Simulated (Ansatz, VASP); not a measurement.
# Two plane-wave programs on Sb2As2C

```
Sb As C
1.0
     3.44626    0.00000    0.00000
    -1.72313    2.98455    0.00000
     0.00000    0.00000    9.64942
Sb As C
2 2 1
Direct
  0.66667 0.33333 0.34502
  0.33333 0.66667 0.65498
  0.66667 0.33333 0.86881
  0.33333 0.66667 0.13119
  0.00000 0.00000 0.00000
```

Change from the starting cell: species swapped into the SrZn2As2 type (P-3m1, No. 164).

Alike in both runs: functional PBE; k mesh 6 × 6 × 2; occupations gaussian, width 0.1 eV; no spin polarisation.

Ansatz relaxed the structure, and its values are those at the end. VASP's run is a single point on that final structure, the one shown.

|  | VASP | Ansatz |
| --- | --- | --- |
| version | VASP 6.6.1 | Ansatz 0.2.0 |
| potentials or method | VASP PAW PBE potentials, release 64 (Sb, As, C), cutoff 520 eV | scalar-relativistic, plane waves, PAW |
| valence electrons in the cell | 24 | 64 |

```tsv
	VASP	Ansatz	Ansatz less VASP
gap on the k mesh at the Fermi level (eV)	none	none	-
pressure (GPa)	0.1	0.0	-0.02
rms of the force components (eV/Å)	0.006	0.001	-0.0052
```

A gap of «none» marks a metal or a gap that the smearing closes. The functional is the same, so the differences come from potentials, cutoffs and numerics. VASP's potentials hold 24 valence electrons a cell and Ansatz's 64, so a difference there can come from the potentials and not from the codes.

Spin-orbit coupling is off throughout.
